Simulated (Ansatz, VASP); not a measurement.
AgCl in VASP and in Ansatz

```
Ag Cl
1.0
     0.00000    2.91826    2.91826
     2.91826    0.00000    2.91826
     2.91826    2.91826    0.00000
Ag Cl
1 1
Direct
  0.50000 0.50000 0.50000
  0.00000 0.00000 0.00000
```

Change from the starting cell: strain +0.040 along x and y, +0.040 along z, atoms carried along.

Alike in both runs: task single point; functional PBE; k mesh 8 × 8 × 8; occupations gaussian, width 0.05 eV; no spin polarisation.

|  | VASP | Ansatz |
| --- | --- | --- |
| version | VASP 6.6.1 | Ansatz 0.2.0 |
| potentials or method | VASP PAW PBE potentials, release 64 (Ag, Cl), cutoff 520 eV | scalar-relativistic, plane waves, PAW |
| valence electrons in the cell | 18 | 26 |

|  | VASP | Ansatz | Ansatz less VASP |
| --- | --- | --- | --- |
| gap on the k mesh at the Fermi level (eV) | 0.99 | 0.99 | +0.003 |
| least direct gap on the mesh (eV) | 2.71 | 2.71 | 0.000 |
| pressure (GPa) | -3.7 | -3.6 | +0.09 |

VASP's potentials hold 18 valence electrons a cell and Ansatz's 26, so a difference there can come from the potentials and not from the codes.
